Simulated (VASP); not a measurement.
# Cu (Im-3m) in VASP: a series of runs, part 2 of 2

VASP 6.6.1. The steps go on from the part before.

### Step 3. Single point, PBEsol (volume scaled by 0.88)

The input, INCAR:

```
ALGO = Normal ; EDIFF = 1E-6
ENCUT = 520 ; GGA = PS
ISIF = 2 ; ISMEAR = -1
LASPH = T ; LCHARG = F
LREAL = F ; LWAVE = F
NBANDS = 12 ; NELM = 100
PREC = Accurate ; SIGMA = 0.1
```

The input, KPOINTS:

```
k-points
0
Gamma
  17 17 17
```

The input, POSCAR:

```
Cu
1.0
   -1.3567746345      1.3567746345      1.3567746345
    1.3567746345     -1.3567746345      1.3567746345
    1.3567746345      1.3567746345     -1.3567746345
Cu
1
Direct
    0.0000000000      0.0000000000      0.0000000000
```

Potentials or basis: VASP PAW PBE potentials, release 64 (Cu).

Launch:

```bash
$ cat potpaw_PBE.64/Cu/POTCAR > POTCAR
$ mpirun -np 1 vasp_std > vasp.out
```

OUTCAR:

```text
EDIFF = 1E-6
   ENCUT = 520
   GGA = PS
   ISIF = 2
   ISMEAR = -1
   LASPH = T
   LREAL = F
   NELM = 100
   PREC = Accurate

 ion  position               nearest neighbor table
   1  0.000  0.000  0.000-

  LATTYP: Found a body centered cubic cell.
 ALAT       =     2.7135492690

  Lattice vectors:

 A1 = (  -1.3567746345,   1.3567746345,   1.3567746345)
 A2 = (   1.3567746345,  -1.3567746345,   1.3567746345)
 A3 = (   1.3567746345,   1.3567746345,  -1.3567746345)

Analysis of symmetry for initial positions (statically):
=====================================================================
 Subroutine PRICEL returns:
 Original cell was already a primitive cell.

 Routine SETGRP: Setting up the symmetry group for a
 body centered cubic supercell.

 Subroutine GETGRP returns: Found 48 space group operations
 (whereof 48 operations were pure point group operations)
 out of a pool of 48 trial point group operations.

The static configuration has the point symmetry O_h .

Analysis of symmetry for dynamics (positions and initial velocities):
=====================================================================
 Subroutine PRICEL returns:
[... 160 lines left out ...]
 Fermi energy:         9.6636762654

 k-point     1 :       0.0000    0.0000    0.0000
  band No.  band energies     occupation
      1      -1.0778      2.00000
      2       5.9770      2.00000
      3       5.9770      2.00000
      4       5.9770      2.00000
      5       7.2812      2.00000
      6       7.2812      2.00000
      7      36.3227      0.00000
      8      36.3227      0.00000
      9      36.3227      0.00000
     10      41.2858      0.00000
     11      41.2858      0.00000
     12      42.2718      0.00000
[... 331 lines left out ...]
 k-point    24 :       0.1765    0.1765    0.0000
  band No.  band energies     occupation
      1       2.4698      2.00000
      2       5.4565      2.00000
      3       5.5229      2.00000
      4       6.9940      2.00000
      5       7.4167      2.00000
      6       7.7699      2.00000
      7      24.2982      0.00000
      8      25.1211      0.00000
      9      31.1031      0.00000
     10      36.4200      0.00000
     11      39.7411      0.00000
     12      43.5813      0.00000

 [... further k-points ...]
[... 5 lines left out ...]
  --------------------------------------------------------------------------------------
  -------------------------------------------------------------------------------------
  Total        1.8784188      1.8784188      1.8784188      0.0000000     -0.0000000     -0.0000000
  in kB      301.2450097    301.2450097    301.2450097      0.0000000     -0.0000000     -0.0000000
  external PRESSURE =     301.2450097 kB  Pullay stress =       0.0000000 kB

 VOLUME and BASIS-vectors are now :
 -----------------------------------------------------------------------------
  energy-cutoff  :      520.00
  volume of cell :        9.99
      direct lattice vectors                 reciprocal lattice vectors
    -1.356774635  1.356774635  1.356774635     0.000000000  0.368521040  0.368521040
     1.356774635 -1.356774635  1.356774635     0.368521040  0.000000000  0.368521040
     1.356774635  1.356774635 -1.356774635     0.368521040  0.368521040  0.000000000

 POSITION                                       TOTAL-FORCE (eV/Angst)
 -----------------------------------------------------------------------------------
      0.00000      0.00000      0.00000         0.000000      0.000000      0.000000
 -----------------------------------------------------------------------------------
    total drift:                                0.000000      0.000000      0.000000

  FREE ENERGIE OF THE ION-ELECTRON SYSTEM (eV)
  ---------------------------------------------------
  free  energy   TOTEN  =        -4.1600848875 eV

  energy  without entropy=       -4.1523690593  energy(sigma->0) =       -4.15622697
```

OSZICAR:

```text
N       E                     dE             d eps       ncg     rms          rms(c)
DAV:   1     0.409953564618E+02    0.40995E+02   -0.54230E+03  4528   0.163E+03
DAV:   2    -0.399741241916E+01   -0.44993E+02   -0.41481E+02  4068   0.210E+02
DAV:   3    -0.525988437716E+01   -0.12625E+01   -0.12491E+01  4580   0.388E+01
DAV:   4    -0.526688438801E+01   -0.70000E-02   -0.69991E-02  4416   0.261E+00
DAV:   5    -0.526693914718E+01   -0.54759E-04   -0.54758E-04  4664   0.236E-01    0.835E+00
DAV:   6    -0.445315886018E+01    0.81378E+00   -0.13369E+01  4556   0.736E+01    0.307E+00
DAV:   7    -0.418088511423E+01    0.27227E+00   -0.17251E+00  4652   0.260E+01    0.760E-01
DAV:   8    -0.416076913516E+01    0.20116E-01   -0.10191E-02  5388   0.104E+00    0.183E-01
DAV:   9    -0.416007245042E+01    0.69668E-03   -0.29317E-03  5156   0.930E-01    0.190E-02
DAV:  10    -0.416008492472E+01   -0.12474E-04   -0.28439E-05  4644   0.738E-02    0.546E-03
DAV:  11    -0.416008488749E+01    0.37234E-07   -0.45321E-07  3104   0.141E-02
   1 F= -.41600849E+01 E0= -.41562270E+01  d E =-.771583E-02
```

stdout:

```text
POSCAR found type information on POSCAR Cu
 POSCAR found :  1 types and       1 ions
 scaLAPACK will be used
 -----------------------------------------------------------------------------
|                                                                             |
|                                                                             |
|     You enforced a specific xc type in the INCAR file but a different       |
|     I HOPE YOU KNOW WHAT YOU ARE DOING!                                     |
|                                                                             |
 -----------------------------------------------------------------------------

 LDA part: xc-table for (Slater+PW92), standard interpolation
 POSCAR, INCAR and KPOINTS ok, starting setup
 FFT: planning ... GRIDC
 FFT: planning ... GRID_SOFT
 FFT: planning ... GRID
 WAVECAR not read
 entering main loop
```

Wall time 6.5 s (1 thread of Intel Xeon 6975P-C (Granite Rapids), shared host); peak memory 0.13 GiB.

What came out:

| Item | Value |
| --- | --- |
| Free energy | -4.1601 eV |
| Pressure | 30.1 GPa |

Caveat: the PAW data sets were made with another functional, which shifts forces and pressure a little.
